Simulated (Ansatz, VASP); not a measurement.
Ba: VASP beside Ansatz

```
CELL_PARAMETERS angstrom
-2.51250 2.51250 2.51250
2.51250 -2.51250 2.51250
5.02499 5.02499 0.00000
ATOMIC_POSITIONS crystal
Ba 0.00000 0.00000 0.00000
Ba 0.50000 0.50000 0.50000
```

Alike in both runs: task single point; functional PBE; k mesh 9 × 9 × 5; occupations fermi-dirac, width 0.05 eV; no spin polarisation.

```csv
,VASP,Ansatz
version,VASP 6.6.1,Ansatz 0.2.0
potentials or method,"VASP PAW PBE potentials, release 64 (Ba_sv), cutoff 520 eV","all-electron LAPW, scalar-relativistic"
```

|  | VASP | Ansatz | Ansatz less VASP |
| --- | --- | --- | --- |
| pressure (GPa) | 0.0 | 0.0 | -0.05 |

Ansatz ran all-electron here, and VASP with PAW potentials.

Spin-orbit coupling is off throughout.
